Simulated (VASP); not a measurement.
Here is a VASP 6.6.1 calculation.

The input INCAR:

```
PREC = Accurate
ENCUT = 520
EDIFF = 1E-6
ISMEAR = 0
SIGMA = 0.1
LREAL = F
LASPH = T
NELM = 100
ALGO = Normal
ISIF = 2
LWAVE = F
LCHARG = T
GGA = PE
LELF = T
LVHAR = T
NBANDS = 34
```

KPOINTS

```
Automatic mesh
0
Gamma
  6 6 4
```

Contents of POSCAR:

```
Ge3P2
1.0
    5.4969941150      0.0000000000      0.0000000000
   -2.7484970575      4.7605365480      0.0000000000
    0.0000000000      0.0000000000      7.6319068801
Ge P
3 2
Direct
    0.4896147017     -0.0207705967      0.5000000000
    0.0207705967      0.5103852983      0.5000000000
    0.4896147017      0.5103852983      0.5000000000
    0.6666666667      0.3333333333      0.2751046914
    0.6666666667      0.3333333333      0.7248953086
```

Potentials or basis: VASP PAW PBE potentials, release 64 (Ge_d, P).

Command:

```console
$ cat potpaw_PBE.64/Ge_d/POTCAR potpaw_PBE.64/P/POTCAR > POTCAR
$ mpirun -np 1 vasp_std > vasp.out
```

**Question.** Estimate the band gap on the k mesh.

**Answer.** 0.71 eV (least direct gap 0.91 eV).

**Question.** Predict the largest force.

**Answer.** 0.031 eV/Å.

**Question.** Predict the pressure.

**Answer.** 0.0 GPa.

Stress tensor (GPa, compression positive):
```
-0.05  0.00  0.00
 0.00 -0.05  0.00
 0.00  0.00  0.03
```

Caveat: this functional lacks dispersion, which binds the layers, so the pressure and a relaxed spacing across them are unreliable. A k mesh can miss the band edges.
